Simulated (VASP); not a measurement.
# GeSbTe3 in VASP: single point with PBE

Aim: the single point of GeSbTe3 with PBE.

All numbers are computed with VASP 6.6.1; they aren't measurements. Logs are shortened: lines on timing, memory, paths and dates and some standing lists are left out, and cuts for length are marked.

## (1) The cell of the first run

The typed cell holds 5 atoms: a = 4.115 Å, b = 4.115 Å, c = 9.117 Å, α = 90.00°, β = 90.00°, γ = 90.00°.

## (2) Single point, PBE

Input file INCAR:

```
SYSTEM = GeSbTe3
  PREC = Accurate
  ENCUT = 520
  EDIFF = 1E-6
  ISMEAR = 0
  SIGMA = 0.1
  LREAL = .False.
  LASPH = .True.
  NELM = 100
  ALGO = Normal
  ISIF = 2
  LWAVE = .False.
  LCHARG = .False.
  GGA = PE
  NBANDS = 26
```

Input file KPOINTS:

```
regular mesh
0
Gamma
  10 10 4
  0 0 0
```

Input file POSCAR:

```
GeSbTe3
1.0
    4.1150622325      0.0000000000      0.0000000000
    0.0000000000      4.1154352202      0.0000000000
    0.0000000000      0.0000000000      9.1167285474
Ge Sb Te
1 1 3
Direct
    0.0000000000      0.5000000000      0.0000000000
    0.5000000000      0.0000000000      0.0000000000
    0.5000000000      0.0000000000      0.3272645512
    0.5000000000      0.0000000000      0.6727354488
    0.0000000000      0.5000000000      0.5000000000
```

Potentials or basis: VASP PAW PBE potentials, release 64 (Ge_d, Sb, Te).

The run is started by

```
$ cat potpaw_PBE.64/Ge_d/POTCAR potpaw_PBE.64/Sb/POTCAR potpaw_PBE.64/Te/POTCAR > POTCAR
$ mpirun -np 1 vasp_std > vasp.out
```

OUTCAR:

```text
SYSTEM = GeSbTe3
   PREC = Accurate
   ENCUT = 520
   EDIFF = 1E-6
   ISMEAR = 0
   LREAL = .False.
   LASPH = .True.
   NELM = 100
   ISIF = 2
   GGA = PE

 ion  position               nearest neighbor table
   1  0.000  0.500  0.000-   2 2.91   2 2.91   2 2.91   2 2.91
   2  0.500  0.000  0.000-   1 2.91   1 2.91   1 2.91   1 2.91   4 2.98   3 2.98
   3  0.500  0.000  0.327-   2 2.98   4 3.15   5 3.31   5 3.31   5 3.31   5 3.31
   4  0.500  0.000  0.673-   2 2.98   3 3.15   5 3.31   5 3.31   5 3.31   5 3.31
   5  0.000  0.500  0.500-   3 3.31   4 3.31   3 3.31   4 3.31   3 3.31   4 3.31   3 3.31   4 3.31

  LATTYP: Found a simple orthorhombic cell.
 ALAT       =     4.1150622325
 B/A-ratio  =     1.0000906396
 C/A-ratio  =     2.2154533838

  Lattice vectors:

 A1 = (   4.1150622325,   0.0000000000,   0.0000000000)
 A2 = (   0.0000000000,   4.1154352202,   0.0000000000)
 A3 = (   0.0000000000,   0.0000000000,   9.1167285474)

Analysis of symmetry for initial positions (statically):
=====================================================================
 Subroutine PRICEL returns:
 Original cell was already a primitive cell.

 Routine SETGRP: Setting up the symmetry group for a
 simple orthorhombic supercell.

 Subroutine GETGRP returns: Found  8 space group operations
 (whereof  8 operations were pure point group operations)
 out of a pool of  8 trial point group operations.

The static configuration has the point symmetry D_2h.

Analysis of symmetry for dynamics (positions and initial velocities):
=====================================================================
 Subroutine PRICEL returns:
 Original cell was already a primitive cell.

 Routine SETGRP: Setting up the symmetry group for a
 simple orthorhombic supercell.

 Subroutine GETGRP returns: Found  8 space group operations
 (whereof  8 operations were pure point group operations)
 out of a pool of  8 trial point group operations.

The dynamic configuration has the point symmetry D_2h.

 Subroutine INISYM returns: Found  8 space group operations
 (whereof  8 operations are pure point group operations),
 and found     1 'primitive' translations

----------------------------------------------------------------------------------------

                                     Primitive cell

  volume of cell :     154.3943

  direct lattice vectors                    reciprocal lattice vectors
     4.115062232  0.000000000  0.000000000     0.243009691  0.000000000  0.000000000
     0.000000000  4.115435220  0.000000000     0.000000000  0.242987666  0.000000000
     0.000000000  0.000000000  9.116728547     0.000000000  0.000000000  0.109688469

  length of vectors
     4.115062232  4.115435220  9.116728547     0.243009691  0.242987666  0.109688469

  position of ions in fractional coordinates (direct lattice)
     0.000000000  0.500000000  0.000000000
     0.500000000  0.000000000  0.000000000
     0.500000000  0.000000000  0.327264551
     0.500000000  0.000000000  0.672735449
     0.000000000  0.500000000  0.500000000

  ion indices of the primitive-cell ions
   primitive index   ion index
                 1           1
                 2           2
                 3           3
                 4           4
                 5           5

----------------------------------------------------------------------------------------

 KPOINTS: regular mesh

Automatic generation of k-mesh.
 Grid dimensions read from file:
 generate k-points for:   10   10    4

 Generating k-lattice:

  Cartesian coordinates                     Fractional coordinates (reciprocal lattice)
     0.024300969  0.000000000  0.000000000     0.100000000  0.000000000  0.000000000
     0.000000000  0.024298767  0.000000000     0.000000000  0.100000000  0.000000000
     0.000000000  0.000000000  0.027422117     0.000000000  0.000000000  0.250000000

  Length of vectors
     0.024300969  0.024298767  0.027422117

  Shift w.r.t. Gamma in fractional coordinates (k-lattice)
     0.000000000  0.000000000  0.000000000

 Subroutine IBZKPT returns following result:
 ===========================================

 Found    108 irreducible k-points:

 Following reciprocal coordinates:
            Coordinates               Weight
  0.000000  0.000000  0.000000      1.000000
  0.100000  0.000000  0.000000      2.000000
  0.200000  0.000000  0.000000      2.000000
  0.300000  0.000000  0.000000      2.000000
  0.400000  0.000000  0.000000      2.000000
  0.500000  0.000000  0.000000      1.000000
[... 16 lines left out ...]
  0.400000  0.300000  0.000000      4.000000
  0.500000  0.300000  0.000000      2.000000
 [... further k-points ...]
   k-points           NKPTS =    108   k-points in BZ     NKDIM =    108   number of bands    NBANDS=     26
   number of dos      NEDOS =    301   number of ions     NIONS =      5
   total plane-waves  NPLWV =  71680
   dimension x,y,z NGX =    32 NGY =   32 NGZ =   70
   dimension x,y,z NGXF=    64 NGYF=   64 NGZF=  140
   ions per type =               1   1   3
   NGX,Y,Z   is equivalent  to a cutoff of  12.93, 12.93, 12.76 a.u.
   NGXF,Y,Z  is equivalent  to a cutoff of  25.86, 25.85, 25.53 a.u.
 SYSTEM =  GeSbTe3
   PREC   = accura    normal or accurate (medium, high low for compatibility)
   ISTART =      0    job   : 0-new  1-cont  2-samecut
   ICHARG =      2    charge: 1-file 2-atom 10-const
   ISPIN  =      1    spin polarized calculation?
   LNONCOLLINEAR =      F non collinear calculations
   LSORBIT =      F    spin-orbit coupling
   LASPH  =      T    aspherical Exc in radial PAW
   ENCUT  =  520.0 eV  38.22 Ry    6.18 a.u.   7.65  7.65 16.95*2*pi/ulx,y,z
   NELM   =    100;   NELMIN=  2; NELMDL= -5     # of ELM steps
   EDIFF  = 0.1E-05   stopping-criterion for ELM
   LREAL  =      F    real-space projection
   EDIFFG = 0.1E-04   stopping-criterion for IOM
   NSW    =      0    number of steps for IOM
   IBRION =     -1    ionic relax: 0-MD 1-quasi-New 2-CG
   NFREE  =      0    steps in history (QN), initial steepest desc. (CG)
   ISIF   =      2    stress and relaxation
   ISYM   =      2    0-nonsym 1-usesym 2-fastsym
   POTIM  = 0.5000    time-step for ionic-motion
   TEBEG  =    0.0;   TEEND  =   0.0 temperature during run
   PSTRESS=    0.0 pullay stress
   NELECT =      37.0000    total number of electrons
   NUPDOWN=      -1.0000    fix difference up-down
   EMIN   =  10.00;   EMAX   =-10.00  energy-range for DOS
[... 5 lines left out ...]
     AMIX     =   0.40;   BMIX     =  1.00
     AMIX_MAG =   1.60;   BMIX_MAG =  1.00
  volume/ion in A,a.u.               =      30.88       208.38
  Fermi-wavevector in a.u.,A,eV,Ry     =   1.016869  1.921604 14.068731  1.034023
  Thomas-Fermi vector in A             =   2.150237
   LORBIT       =      0    0 simple, 1 ext, 2 COOP (PROOUT), +10 PAW based schemes
   GGA     = PE    functional components
   LHFCALC =     F    Hartree Fock is set to
[... 5 lines left out ...]
 Gauss-broadening in eV      SIGMA  =   0.10
  energy-cutoff  :      520.00
  volume of cell :      154.39
 maximum number of plane-waves:      4181
 NGX is ok and might be reduce to    32
   NGX = 15   NGY = 15   NGZ = 33

 number of electron      37.0000006 magnetization

 Free energy of the ion-electron system (eV)
  ---------------------------------------------------
  ext. energy  EPLUGINS =         0.00000000
  ---------------------------------------------------
  free energy    TOTEN  =       -16.27597150 eV

  energy without entropy =      -16.26075025  energy(sigma->0) =      -16.26836087

 E-fermi :   5.9819     XC(G=0):  -9.3888

 val. band max:        5.9759338687   @ k =   0.1000   0.4000   0.2500
 cond. band min:       5.9898548845   @ k =   0.0000   0.4000   0.0000
 fundamental gap:      0.0139210158
 Fermi energy:         5.9818543805

 k-point     1 :       0.0000    0.0000    0.0000
  band No.  band energies     occupation
      1     -18.8813      2.00000
      2     -18.8556      2.00000
      3     -18.8556      2.00000
      4     -18.8112      2.00000
      5     -18.8034      2.00000
      6      -7.4081      2.00000
[... 18 lines left out ...]
     25      10.1901      0.00000
     26      11.5344      0.00000

 k-point     2 :       0.1000    0.0000    0.0000
  band No.  band energies     occupation
      1     -18.8812      2.00000
      2     -18.8557      2.00000
      3     -18.8556      2.00000
      4     -18.8116      2.00000
      5     -18.8031      2.00000
      6      -7.3356      2.00000
[... 18 lines left out ...]
     25      10.2777      0.00000
     26      11.1071      0.00000

 k-point     3 :       0.2000    0.0000    0.0000
  band No.  band energies     occupation
      1     -18.8807      2.00000
      2     -18.8559      2.00000
      3     -18.8555      2.00000
      4     -18.8124      2.00000
      5     -18.8025      2.00000
      6      -7.1212      2.00000
[... 18 lines left out ...]
     25      10.2412      0.00000
     26      10.3681      0.00000

 k-point     4 :       0.3000    0.0000    0.0000
  band No.  band energies     occupation
      1     -18.8802      2.00000
      2     -18.8563      2.00000
      3     -18.8555      2.00000
      4     -18.8135      2.00000
      5     -18.8016      2.00000
      6      -6.7766      2.00000
[... 18 lines left out ...]
     25      10.2596      0.00000
     26      10.7518      0.00000
[... 496 lines left out ...]
      1     -18.8790      2.00000
      2     -18.8562      2.00000
      3     -18.8561      2.00000
      4     -18.8154      2.00000
      5     -18.7997      2.00000
      6      -6.2351      2.00000
[... 18 lines left out ...]
     25      11.0032      0.00000
     26      11.1326      0.00000

 k-point    23 :       0.4000    0.3000    0.0000
  band No.  band energies     occupation
      1     -18.8786      2.00000
      2     -18.8564      2.00000
      3     -18.8561      2.00000
      4     -18.8161      2.00000
      5     -18.7989      2.00000
      6      -5.8929      2.00000
[... 18 lines left out ...]
     25      11.0770      0.00000
     26      11.4128      0.00000

 k-point    24 :       0.5000    0.3000    0.0000
  band No.  band energies     occupation
      1     -18.8784      2.00000
      2     -18.8565      2.00000
      3     -18.8561      2.00000
      4     -18.8164      2.00000
      5     -18.7986      2.00000
      6      -5.6817      2.00000
[... 18 lines left out ...]
     25      11.4840      0.00000
     26      11.6307      0.00000

 [... further k-points ...]
[... 5 lines left out ...]
  --------------------------------------------------------------------------------------
  -------------------------------------------------------------------------------------
  Total       -0.0668142     -0.0699765     -0.0751348     -0.0000000      0.0000000      0.0000000
  in kB       -0.6933432     -0.7261586     -0.7796879     -0.0000000      0.0000000      0.0000000
  external PRESSURE =      -0.7330632 kB  Pullay stress =       0.0000000 kB

 VOLUME and BASIS-vectors are now :
 -----------------------------------------------------------------------------
  energy-cutoff  :      520.00
  volume of cell :      154.39
      direct lattice vectors                 reciprocal lattice vectors
     4.115062232  0.000000000  0.000000000     0.243009691  0.000000000  0.000000000
     0.000000000  4.115435220  0.000000000     0.000000000  0.242987666  0.000000000
     0.000000000  0.000000000  9.116728547     0.000000000  0.000000000  0.109688469

 POSITION                                       TOTAL-FORCE (eV/Angst)
 -----------------------------------------------------------------------------------
      0.00000      2.05772      0.00000         0.000000      0.000000      0.000000
      2.05753      0.00000      0.00000         0.000000      0.000000      0.000000
      2.05753      0.00000      2.98358         0.000000     -0.000000      0.008831
      2.05753      0.00000      6.13315        -0.000000      0.000000     -0.008831
      0.00000      2.05772      4.55836         0.000000      0.000000      0.000000
 -----------------------------------------------------------------------------------
    total drift:                                0.000000      0.000000     -0.000000

  FREE ENERGIE OF THE ION-ELECTRON SYSTEM (eV)
  ---------------------------------------------------
  free  energy   TOTEN  =       -16.2759714970 eV

  energy  without entropy=      -16.2607502464  energy(sigma->0) =      -16.26836087
```

Run time: 3.3 min. Hardware: 1 thread of Intel Xeon Platinum 8488C (Sapphire Rapids), shared host; peak memory 0.57 GiB.

What came out:

```yaml
Free_energy: -16.2760 eV
Pressure: -0.1 GPa
Largest_force: 0.009 eV/Å
```

Forces on the atoms (eV/Å):
```
Ge   0.000  0.000  0.000
Sb   0.000  0.000  0.000
Te   0.000  0.000  0.009
Te   0.000  0.000 -0.009
Te   0.000  0.000  0.000
```

Caveat: spin-orbit coupling is left out, which moves the levels of the heavy elements.
